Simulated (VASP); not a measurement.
Set up this calculation in VASP 6.6.1, as the native input.

```yaml
Task: single point
Functional: PBEsol
Potentials_or_basis: VASP PAW PBE potentials, release 64 (Br)
Cutoff: 520 eV
k_mesh: 11 × 11 × 11
Occupations: fermi-dirac, width 0.1 eV
Spin: no spin polarisation
Dipole_correction: no
Further_INCAR_settings: ALGO = Normal; EDIFF = 1e-06; NBANDS = 14
```

The structure of Br lies in POSCAR:

```
Br
1.0
    0.0000000000      2.7195574214      2.7195574214
    2.7195574214      0.0000000000      2.7195574214
    2.7195574214      2.7195574214      0.0000000000
Br
2
Direct
   -0.1250000000     -0.1250000000     -0.1250000000
    0.1250000000      0.1250000000      0.1250000000
```

This cell differs from its parent crystal: volume scaled by 0.5.

The input as run:

INCAR

```
SYSTEM = Br
PREC = Accurate
ENCUT = 520
EDIFF = 1E-6
ISMEAR = -1
SIGMA = 0.1
LREAL = .FALSE.
LASPH = .TRUE.
NELM = 60
ALGO = Normal
ISIF = 2
LWAVE = .FALSE.
LCHARG = .TRUE.
GGA = PS
LELF = .TRUE.
LVHAR = .TRUE.
NBANDS = 14
```

KPOINTS

```
regular mesh
0
G
  11 11 11
  0 0 0
```

Potentials or basis: VASP PAW PBE potentials, release 64 (Br).

Launch:

```bash
$ cat potpaw_PBE.64/Br/POTCAR > POTCAR
$ mpirun -np 1 vasp_std > vasp.out
```

It gave:

```json
{
 "Pressure": "58.3 GPa",
 "Band gap on the k mesh": "zero (band 7 reaches 8.30 eV, above the bottom of band 8 at 3.62 eV)"
}
```

Caveat: the PAW data sets were made with another functional, which shifts forces and pressure a little.

Wall time 16 s on 1 thread of AMD EPYC 9R45 96-Core Processor (Zen 5), with other jobs on the host, peak memory 0.14 GiB.
